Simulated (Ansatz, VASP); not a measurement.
Pt in VASP and in Ansatz

```
CELL_PARAMETERS angstrom
2.75854 0.00000 0.00000
-1.37927 2.38897 0.00000
0.00000 0.00000 4.78138
ATOMIC_POSITIONS crystal
Pt 0.72467 0.33333 0.75000
Pt 0.27533 0.66667 0.25000
```

Change from the starting cell: mode 1 frozen in at +0.160 Å (largest displacement).

Alike in both runs: task single point; functional PBE; k mesh 18 × 18 × 10; occupations gaussian, width 0.15 eV; no spin polarisation.

```csv
,VASP,Ansatz
version,VASP 6.6.1,Ansatz 0.2.0
potentials or method,"VASP PAW PBE potentials, release 64 (Pt), cutoff 500 eV","scalar-relativistic, plane waves, PAW"
valence electrons in the cell,20,36
```

```tsv
	VASP	Ansatz	Ansatz less VASP
gap on the k mesh at the Fermi level (eV)	none	none	-
pressure (GPa)	0.4	0.9	+0.51
traceless stress, the component that is largest in VASP (GPa)	-1.50	-1.55	-0.048
rms of the force components (eV/Å)	0.133	0.135	+0.0019
```

Atom by atom the forces differ by 0.002 eV/Å (rms over components). A gap of «none» marks a metal or a gap that the smearing closes. With one functional, cell and mesh, what is left measures potentials, basis and numerics. VASP's potentials hold 20 valence electrons a cell and Ansatz's 36, so a difference there can come from the potentials and not from the codes.

Neither program's run includes spin-orbit coupling.
